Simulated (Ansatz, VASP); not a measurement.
# Sb3C: VASP beside Ansatz

```xyz
4
Lattice="4.8273 0.0000 0.0000 0.0000 4.8273 0.0000 0.0000 0.0000 4.8273" Properties=species:S:1:pos:R:3 pbc="T T T"
Sb    2.4137    0.0000    0.0000
Sb    0.0000    2.4137    0.0000
Sb    0.0000    0.0000    2.4137
C     0.0000    0.0000    0.0000
```

Alike in both runs: functional PBE; k mesh 10 × 10 × 10; occupations gaussian, width 0.1 eV; no spin polarisation.

Ansatz relaxed the structure, and its values are those at the end. VASP's run is a single point on that final structure, the one shown.

|  | VASP | Ansatz |
| --- | --- | --- |
| version | VASP 6.6.1 | Ansatz 0.2.0 |
| potentials or method | VASP PAW PBE potentials, release 64 (Sb, C), cutoff 600 eV | scalar-relativistic, plane waves, PAW |
| valence electrons in the cell | 19 | 49 |

Ansatz gave:

* gap on the k mesh at the Fermi level (eV): none
* pressure (GPa): 0.0

Q: Which values does VASP return?

A: gap on the k mesh at the Fermi level (eV): none; pressure (GPa): -0.2.

A gap of «none» marks a metal or a gap that the smearing closes. The functional is the same, so the differences come from potentials, cutoffs and numerics. VASP's potentials hold 19 valence electrons a cell and Ansatz's 49, so a difference there can come from the potentials and not from the codes.

Spin-orbit coupling is off throughout.
